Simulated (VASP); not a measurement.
Wanted: the native input for a VASP 6.6.1 run.

```yaml
Task: single point
Functional: PBE
Potentials_or_basis: VASP PAW PBE potentials, release 64 (Hf_pv)
Cutoff: 520 eV
k_mesh: 8 × 8 × 6
Occupations: gaussian, width 0.1 eV
Spin: no spin polarisation
Dipole_correction: no
Further_INCAR_settings: ALGO = Fast; EDIFF = 1e-06; NBANDS = 11
```

The structure of Hf lies in POSCAR:

```
Hf
1.0
    2.9104600475      0.0000000000      0.0000000000
    0.0000000000      2.9104600475      0.0000000000
    0.0000000000      0.0000000000      2.9300389075
Hf
1
Direct
    0.5000000000      0.5000000000      0.5000000000
```

One way to write it, as run:

INCAR

```
PREC = Accurate
ENCUT = 520
EDIFF = 1E-6
ISMEAR = 0
SIGMA = 0.1
LREAL = False
LASPH = True
NELM = 60
ALGO = Fast
ISIF = 2
LWAVE = False
LCHARG = False
GGA = PE
NBANDS = 11
```

KPOINTS

```
Automatic mesh
0
Gamma
  8 8 6
```

Potentials or basis: VASP PAW PBE potentials, release 64 (Hf_pv).

The run is started by

```console
$ cat potpaw_PBE.64/Hf_pv/POTCAR > POTCAR
$ mpirun -np 1 vasp_std > vasp.out
```

It gave:

```yaml
Pressure: -0.3 GPa
Band_gap_on_the_k_mesh: zero (band 5 reaches 4.55 eV, above the bottom of band 6 at 2.41 eV)
```

Caveat: spin-orbit coupling is left out, which moves the levels of the heavy elements.

It took 9.1 s on 1 thread of Intel(R) Xeon(R) Platinum 8488C (Sapphire Rapids) (shared host), peak memory 0.14 GiB.
